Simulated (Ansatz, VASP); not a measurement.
**H in VASP and in Ansatz**

```
H
1.0
     3.87469    0.00000    0.00000
    -1.93735    3.47215    0.03169
     0.00000    0.04809    5.21805
H
4
Cartesian
  0.0000 2.4030 0.9327
  1.9373 1.0517 3.4905
  1.9373 1.3013 4.3164
  0.0000 2.2845 1.7599
```

Alike in both runs: task single point; functional PBEsol; k mesh 9 × 9 × 6; occupations gaussian, width 0.02 eV; no spin polarisation.

|  | VASP | Ansatz |
| --- | --- | --- |
| version | VASP 6.6.1 | Ansatz 0.2.0 |
| potentials or method | VASP PAW PBE potentials, release 64 (H), cutoff 520 eV | scalar-relativistic, plane waves, PAW |
| valence electrons in the cell | 4 | 4 |

|  | VASP | Ansatz | Ansatz less VASP |
| --- | --- | --- | --- |
| gap on the k mesh at the Fermi level (eV) | 8.22 | 8.22 | +0.001 |
| least direct gap on the mesh (eV) | 8.22 | 8.22 | +0.001 |
| pressure (GPa) | -3.1 | -3.0 | +0.09 |
| traceless stress, the component that is largest in VASP (GPa) | -5.36 | -5.39 | -0.034 |
| rms of the force components (eV/Å) | 1.306 | 1.313 | +0.0071 |

VASP's potentials were made for PBE, not for PBEsol. Atom by atom the forces differ by 0.007 eV/Å (rms over components). The functional is the same, so the differences come from potentials, cutoffs and numerics.
